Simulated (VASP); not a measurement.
# GaAs (I-4m2) in VASP: further runs

GaAs is run at these levels: PBE; tasks: single point.

Program: VASP 6.6.1. These are calculated values, not measurements. Logs are shortened: lines on timing, memory, paths and dates and some standing lists are left out, and cuts for length are marked.

## Step 1: The cell of the first run

Symmetry: I-4m2, No. 119, tetragonal system. The conventional cell has a = 4.063 Å, b = 4.063 Å, c = 5.832 Å, α = 90.00°, β = 90.00°, γ = 90.00°. Within 3.3 Å of Ga (site symmetry -4m2) lie 4 As at 2.50 Å. Within 3.3 Å of As (site symmetry -4m2) lie 4 Ga at 2.50 Å.

## Step 2: Single point, PBE (strain +0.0150 x Voigt [0, 0, 1, 0, 0, 0])

INCAR

```
SYSTEM = GaAs
PREC = Accurate
ENCUT = 520
EDIFF = 1E-7
ISMEAR = 0
SIGMA = 0.03
LREAL = .FALSE.
LASPH = .TRUE.
NELM = 80
ALGO = Normal
ISIF = 2
LWAVE = .FALSE.
LCHARG = .FALSE.
GGA = PE
NBANDS = 16
```

KPOINTS

```
regular mesh
0
G
  10 10 10
  0 0 0
```

POSCAR

```
GaAs
1.0
    0.0000000000      2.8726922659      2.9157826499
    2.8726922659      0.0000000000      2.9157826499
    2.8726922659      2.8726922659      0.0000000000
Ga As
1 1
Direct
    0.0000000000      0.0000000000      0.0000000000
    0.7500000000      0.7500000000      0.7500000000
```

Potentials or basis: VASP PAW PBE potentials, release 64 (Ga_d, As).

Command:

```console
$ cat potpaw_PBE.64/Ga_d/POTCAR potpaw_PBE.64/As/POTCAR > POTCAR
$ mpirun -np 1 vasp_std > vasp.out
```

OUTCAR:

```text
SYSTEM = GaAs
   PREC = Accurate
   ENCUT = 520
   EDIFF = 1E-7
   ISMEAR = 0
   LREAL = .FALSE.
   LASPH = .TRUE.
   NELM = 80
   ISIF = 2
   GGA = PE

 ion  position               nearest neighbor table
   1  0.000  0.000  0.000-   2 2.50   2 2.50   2 2.50   2 2.50
   2  0.750  0.750  0.750-   1 2.50   1 2.50   1 2.50   1 2.50

  LATTYP: Found a body centered tetragonal cell.
 ALAT       =     4.0626003630
 C/A-ratio  =     1.4354267658

  Lattice vectors:

 A1 = (  -2.8726922659,   0.0000000000,   2.9157826499)
 A2 = (   2.8726922659,   0.0000000000,   2.9157826499)
 A3 = (   0.0000000000,   2.8726922659,  -2.9157826499)

Analysis of symmetry for initial positions (statically):
=====================================================================
 Subroutine PRICEL returns:
 Original cell was already a primitive cell.

 Routine SETGRP: Setting up the symmetry group for a
 body centered tetragonal supercell.

 Subroutine GETGRP returns: Found  8 space group operations
 (whereof  8 operations were pure point group operations)
 out of a pool of 16 trial point group operations.

The static configuration has the point symmetry D_2d.

Analysis of symmetry for dynamics (positions and initial velocities):
=====================================================================
 Subroutine PRICEL returns:
 Original cell was already a primitive cell.

 Routine SETGRP: Setting up the symmetry group for a
 body centered tetragonal supercell.

 Subroutine GETGRP returns: Found  8 space group operations
 (whereof  8 operations were pure point group operations)
 out of a pool of 16 trial point group operations.

The dynamic configuration has the point symmetry D_2d.

 Subroutine INISYM returns: Found  8 space group operations
 (whereof  8 operations are pure point group operations),
 and found     1 'primitive' translations

----------------------------------------------------------------------------------------

                                     Primitive cell

  volume of cell :      48.1242

  direct lattice vectors                    reciprocal lattice vectors
     0.000000000  2.872692266  2.915782650    -0.174052754  0.174052754  0.171480546
     2.872692266  0.000000000  2.915782650     0.174052754 -0.174052754  0.171480546
     2.872692266  2.872692266  0.000000000     0.174052754  0.174052754 -0.171480546

  length of vectors
     4.093183274  4.093183274  4.062600363     0.299990500  0.299990500  0.299990500

  position of ions in fractional coordinates (direct lattice)
     0.000000000  0.000000000  0.000000000
     0.750000000  0.750000000  0.750000000

  ion indices of the primitive-cell ions
   primitive index   ion index
                 1           1
                 2           2

----------------------------------------------------------------------------------------

 KPOINTS: regular mesh

Automatic generation of k-mesh.
 Grid dimensions read from file:
 generate k-points for:   10   10   10

 Generating k-lattice:

  Cartesian coordinates                     Fractional coordinates (reciprocal lattice)
    -0.017405275  0.017405275  0.017148055     0.100000000 -0.000000000  0.000000000
     0.017405275 -0.017405275  0.017148055    -0.000000000  0.100000000  0.000000000
     0.017405275  0.017405275 -0.017148055     0.000000000  0.000000000  0.100000000

  Length of vectors
     0.029999050  0.029999050  0.029999050

  Shift w.r.t. Gamma in fractional coordinates (k-lattice)
     0.000000000  0.000000000  0.000000000

 Subroutine IBZKPT returns following result:
 ===========================================

 Found    102 irreducible k-points:

 Following reciprocal coordinates:
            Coordinates               Weight
  0.000000  0.000000  0.000000      1.000000
  0.100000 -0.000000  0.000000      8.000000
  0.200000 -0.000000  0.000000      8.000000
  0.300000  0.000000  0.000000      8.000000
  0.400000  0.000000  0.000000      8.000000
  0.500000  0.000000  0.000000      4.000000
[... 16 lines left out ...]
  0.300000  0.300000  0.000000      2.000000
  0.400000  0.300000  0.000000      8.000000
 [... further k-points ...]
   k-points           NKPTS =    102   k-points in BZ     NKDIM =    102   number of bands    NBANDS=     16
   number of dos      NEDOS =    301   number of ions     NIONS =      2
   total plane-waves  NPLWV =  27000
   dimension x,y,z NGX =    30 NGY =   30 NGZ =   30
   dimension x,y,z NGXF=    60 NGYF=   60 NGZF=   60
   ions per type =               1   1
   NGX,Y,Z   is equivalent  to a cutoff of  12.18, 12.18, 12.28 a.u.
   NGXF,Y,Z  is equivalent  to a cutoff of  24.37, 24.37, 24.55 a.u.
 SYSTEM =  GaAs
   PREC   = accura    normal or accurate (medium, high low for compatibility)
   ISTART =      0    job   : 0-new  1-cont  2-samecut
   ICHARG =      2    charge: 1-file 2-atom 10-const
   ISPIN  =      1    spin polarized calculation?
   LNONCOLLINEAR =      F non collinear calculations
   LSORBIT =      F    spin-orbit coupling
   LASPH  =      T    aspherical Exc in radial PAW
   ENCUT  =  520.0 eV  38.22 Ry    6.18 a.u.   7.61  7.61  7.55*2*pi/ulx,y,z
   NELM   =     80;   NELMIN=  2; NELMDL= -5     # of ELM steps
   EDIFF  = 0.1E-06   stopping-criterion for ELM
   LREAL  =      F    real-space projection
   EDIFFG = 0.1E-05   stopping-criterion for IOM
   NSW    =      0    number of steps for IOM
   IBRION =     -1    ionic relax: 0-MD 1-quasi-New 2-CG
   NFREE  =      0    steps in history (QN), initial steepest desc. (CG)
   ISIF   =      2    stress and relaxation
   ISYM   =      2    0-nonsym 1-usesym 2-fastsym
   POTIM  = 0.5000    time-step for ionic-motion
   TEBEG  =    0.0;   TEEND  =   0.0 temperature during run
   PSTRESS=    0.0 pullay stress
   NELECT =      18.0000    total number of electrons
   NUPDOWN=      -1.0000    fix difference up-down
   EMIN   =  10.00;   EMAX   =-10.00  energy-range for DOS
   EFERMI =   0.00;   METHOD = LEGACY
   ISMEAR =     0;   SIGMA  =   0.03  broadening in eV -4-tet -1-fermi 0-gaus
   EFERMI_NEDOS =   21; number of points for ismear=-14 and -15
   IALGO  =     38    algorithm
   IMIX   =      4    mixing-type and parameters
     AMIX     =   0.40;   BMIX     =  1.00
     AMIX_MAG =   1.60;   BMIX_MAG =  1.00
  volume/ion in A,a.u.               =      24.06       162.38
  Fermi-wavevector in a.u.,A,eV,Ry     =   1.179536  2.229000 18.929857  1.391305
  Thomas-Fermi vector in A             =   2.315845
   LORBIT       =      0    0 simple, 1 ext, 2 COOP (PROOUT), +10 PAW based schemes
   GGA     = PE    functional components
   LHFCALC =     F    Hartree Fock is set to
   AEXX    =    0.0000 exact exchange contribution
   IVDW    =     0    specifies the selected vdW correction
   LEPSILON=     F    determine dielectric tensor
   LRPA    =     F    only Hartree local field effects (RPA)
 non-spin polarized calculation
 Gauss-broadening in eV      SIGMA  =   0.03
  energy-cutoff  :      520.00
  volume of cell :       48.12
 maximum number of plane-waves:      1311
   NGX = 15   NGY = 15   NGZ = 15

 number of electron      17.9999996 magnetization

 Free energy of the ion-electron system (eV)
  ---------------------------------------------------
  ext. energy  EPLUGINS =         0.00000000
  ---------------------------------------------------
  free energy    TOTEN  =        -8.27270363 eV

  energy without entropy =       -8.27266525  energy(sigma->0) =       -8.27268444

 E-fermi :   3.4050     XC(G=0):  -9.3071

 val. band max:        3.3857287158   @ k =   0.0000   0.0000   0.0000
 cond. band min:       3.4122973299   @ k =   0.0000   0.0000   0.0000
 fundamental gap:      0.0265686141
 Fermi energy:         3.4049579705

 k-point     1 :       0.0000    0.0000    0.0000
  band No.  band energies     occupation
      1     -11.3489      2.00000
      2     -11.3452      2.00000
      3     -11.3452      2.00000
      4     -11.2830      2.00000
      5     -11.2802      2.00000
      6      -8.9318      2.00000
[... 8 lines left out ...]
     15      13.1818      0.00000
     16      13.4630      0.00000

 k-point     2 :       0.1000   -0.0000    0.0000
  band No.  band energies     occupation
      1     -11.3532      2.00000
      2     -11.3454      2.00000
      3     -11.3433      2.00000
      4     -11.2831      2.00000
      5     -11.2802      2.00000
      6      -8.8250      2.00000
[... 8 lines left out ...]
     15      12.5918      0.00000
     16      12.8127      0.00000

 k-point     3 :       0.2000   -0.0000    0.0000
  band No.  band energies     occupation
      1     -11.3691      2.00000
      2     -11.3411      2.00000
      3     -11.3388      2.00000
      4     -11.2832      2.00000
      5     -11.2800      2.00000
      6      -8.5183      2.00000
[... 8 lines left out ...]
     15      12.2925      0.00000
     16      12.3004      0.00000

 k-point     4 :       0.3000    0.0000    0.0000
  band No.  band energies     occupation
      1     -11.3877      2.00000
      2     -11.3361      2.00000
      3     -11.3339      2.00000
      4     -11.2825      2.00000
      5     -11.2789      2.00000
      6      -8.0622      2.00000
[... 8 lines left out ...]
     15      12.5752      0.00000
     16      12.5800      0.00000
[... 324 lines left out ...]
 k-point    22 :      -0.2000    0.2000    0.0000
  band No.  band energies     occupation
      1     -11.3933      2.00000
      2     -11.3321      2.00000
      3     -11.3313      2.00000
      4     -11.2856      2.00000
      5     -11.2781      2.00000
      6      -7.8980      2.00000
[... 8 lines left out ...]
     15      13.6799      0.00000
     16      14.3480      0.00000

 k-point    23 :       0.3000    0.3000    0.0000
  band No.  band energies     occupation
      1     -11.4094      2.00000
      2     -11.3202      2.00000
      3     -11.3202      2.00000
      4     -11.2913      2.00000
      5     -11.2766      2.00000
      6      -7.7732      2.00000
[... 8 lines left out ...]
     15      14.8206      0.00000
     16      15.3061      0.00000

 k-point    24 :       0.4000    0.3000    0.0000
  band No.  band energies     occupation
      1     -11.4190      2.00000
      2     -11.3168      2.00000
      3     -11.3155      2.00000
      4     -11.2927      2.00000
      5     -11.2757      2.00000
      6      -7.3849      2.00000
[... 8 lines left out ...]
     15      15.4146      0.00000
     16      15.6758      0.00000

 [... further k-points ...]
[... 5 lines left out ...]
  --------------------------------------------------------------------------------------
  -------------------------------------------------------------------------------------
  Total       -0.1246385     -0.1246385     -0.3860159      0.0000000      0.0000000     -0.0000000
  in kB       -4.1495350     -4.1495350    -12.8514590      0.0000000      0.0000000     -0.0000000
  external PRESSURE =      -7.0501763 kB  Pullay stress =       0.0000000 kB

 VOLUME and BASIS-vectors are now :
 -----------------------------------------------------------------------------
  energy-cutoff  :      520.00
  volume of cell :       48.12
      direct lattice vectors                 reciprocal lattice vectors
     0.000000000  2.872692266  2.915782650    -0.174052754  0.174052754  0.171480546
     2.872692266  0.000000000  2.915782650     0.174052754 -0.174052754  0.171480546
     2.872692266  2.872692266  0.000000000     0.174052754  0.174052754 -0.171480546

 POSITION                                       TOTAL-FORCE (eV/Angst)
 -----------------------------------------------------------------------------------
      0.00000      0.00000      0.00000         0.000000      0.000000     -0.000000
      4.30904      4.30904      4.37367        -0.000000     -0.000000      0.000000
 -----------------------------------------------------------------------------------
    total drift:                               -0.000002     -0.000002     -0.000001

  FREE ENERGIE OF THE ION-ELECTRON SYSTEM (eV)
  ---------------------------------------------------
  free  energy   TOTEN  =        -8.2727036338 eV

  energy  without entropy=       -8.2726652451  energy(sigma->0) =       -8.27268444
```

It took 77 s on 1 thread of Intel Xeon 6975P-C, shared host; peak memory 0.22 GiB.

What came out:

```
Free energy            : -8.2727 eV
Pressure               : -0.7 GPa
Band gap on the k mesh : 0.03 eV, direct
```

Stress tensor (GPa, compression positive):
```
-0.41  0.00  0.00
 0.00 -0.41  0.00
 0.00  0.00 -1.29
```

Caveat: the cell differs from its parent crystal (strain +0.0150 x Voigt [0, 0, 1, 0, 0, 0]).

[end of part 1 of 2]
